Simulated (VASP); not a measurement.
**Ni: single point with LDA**

The system is Ni.

```
Ni
1.0
     0.00000    1.71246    1.71246
     1.71246    0.00000    1.71246
     1.71246    1.71246    0.00000
Ni
1
Direct
  0.00000 0.00000 0.00000
```

```json
{
 "Program": "VASP 6.6.1",
 "Task": "single point",
 "Functional": "LDA",
 "Potentials or basis": "VASP PAW LDA potentials, release 64 (Ni)",
 "Cutoff": "520 eV",
 "k mesh": "16 × 16 × 16",
 "Occupations": "methfessel-paxton, width 0.1 eV",
 "Spin": "collinear spin, ferromagnetic start",
 "Starting moments": "[0.607] μB"
}
```

```json
{
 "Pressure": "-0.7 GPa",
 "Net moment": "0.57 μB per cell",
 "Site moments": "Ni +0.57 μB",
 "Valence electrons inside the program's atomic spheres": "Ni 9.47"
}
```

Levels at points of the mesh, in eV from the Fermi level:
Spin up:
| k point | band 2 | band 3 | band 4 | band 5 | band 6 | band 7 | band 8 | band 9 |
| --- | --- | --- | --- | --- | --- | --- | --- | --- |
| (0.00, 0.00, 0.00) | -2.56 | -2.56 | -2.56 | -1.26 | -1.26 | 24.44 | 28.84 | 28.84 |
| (0.50, 0.00, 0.00) | -2.57 | -2.57 | -0.48 | -0.48 | -0.41 | 6.31 | 22.92 | 25.98 |
| (0.50, 0.50, 0.00) | -4.57 | -0.45 | -0.30 | -0.30 | 2.50 | 10.02 | 15.52 | 15.52 |
Spin down:
| k point | band 2 | band 3 | band 4 | band 5 | band 6 | band 7 | band 8 | band 9 |
| --- | --- | --- | --- | --- | --- | --- | --- | --- |
| (0.00, 0.00, 0.00) | -1.97 | -1.97 | -1.97 | -0.73 | -0.73 | 24.43 | 28.88 | 28.88 |
| (0.50, 0.00, 0.00) | -2.05 | -2.05 | -0.38 | 0.14 | 0.14 | 6.68 | 22.90 | 26.09 |
| (0.50, 0.50, 0.00) | -4.09 | 0.11 | 0.37 | 0.37 | 2.55 | 10.29 | 15.59 | 15.59 |

Run time: 53 s on 1 thread of Intel Xeon 8259CL, on a shared host, peak memory 0.15 GiB.
